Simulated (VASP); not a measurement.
Here is a VASP 6.6.1 calculation.

Contents of INCAR:

```
SYSTEM = Mo2Se3
PREC = Accurate
ENCUT = 520
EDIFF = 1E-6
ISMEAR = 0
SIGMA = 0.15
LREAL = .False.
LASPH = .True.
NELM = 150
ALGO = Normal
ISIF = 2
LWAVE = .False.
LCHARG = .True.
ISPIN = 2
MAGMOM = 1 1 1 1 0 0 0 0 0 0
LORBIT = 11
LMAXMIX = 4
GGA = PE
LELF = .True.
LVHAR = .True.
NBANDS = 61
```

File KPOINTS:

```
regular mesh
0
Gamma
  2 2 2
  0 0 0
```

File POSCAR:

```
Mo2Se3
1.0
    3.1156805068      1.7988389793      5.9146982058
   -3.1156805068      1.7988389793      5.9146982058
    0.0000000000     -3.5976779587      5.9146982058
Mo Se
4 6
Direct
    0.6696565203      0.6696565203      0.6696565203
    0.8303434797      0.8303434797      0.8303434797
    0.1696565203      0.1696565203      0.1696565203
    0.3303434797      0.3303434797      0.3303434797
    0.2500000000      0.9062595535      0.5937404465
    0.9062595535      0.5937404465      0.2500000000
    0.5937404465      0.2500000000      0.9062595535
    0.4062595535      0.7500000000      0.0937404465
    0.7500000000      0.0937404465      0.4062595535
    0.0937404465      0.4062595535      0.7500000000
```

Potentials or basis: VASP PAW PBE potentials, release 64 (Mo_sv, Se).

Command:

```sh
$ cat potpaw_PBE.64/Mo_sv/POTCAR potpaw_PBE.64/Se/POTCAR > POTCAR
$ mpirun -np 1 vasp_std > vasp.out
```

Q: What does it give for the site moments?

A: Mo +0.09; Se +0.00 μB.

Q: Estimate the pressure.

A: -0.3 GPa.

Stress tensor (GPa, compression positive):
```
-0.57  0.00  0.00
 0.00 -0.57  0.00
 0.00  0.00  0.35
```

Caveat: the k points lie up to 0.61 Å⁻¹ apart.
